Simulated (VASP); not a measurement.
Here is a VASP 6.6.1 calculation.

The input INCAR:

```
PREC = Accurate
ENCUT = 520
EDIFF = 1E-6
ISMEAR = 0
SIGMA = 0.05
LREAL = False
LASPH = True
NELM = 150
ALGO = Normal
ISIF = 2
LWAVE = False
LCHARG = False
ISPIN = 2
MAGMOM = 0.5
LORBIT = 11
GGA = PE
NBANDS = 15
```

KPOINTS

```
regular mesh
0
Gamma
  1 1 17
```

Contents of POSCAR:

```
Ba
1.0
    9.0000000000      0.0000000000      0.0000000000
    0.0000000000      9.3000000000      0.0000000000
    0.0000000000      0.0000000000      3.9072468143
Ba
1
Direct
    0.5000000000      0.5000000000      0.0000000000
```

Potentials or basis: VASP PAW PBE potentials, release 64 (Ba_sv).

Run with:

```sh
$ cat potpaw_PBE.64/Ba_sv/POTCAR > POTCAR
$ mpirun -np 1 vasp_std > vasp.out
```

Q: Predict the site moments.

A: Ba +0.27 μB.

Q: Predict the net moment.

A: 0.76 μB per cell.
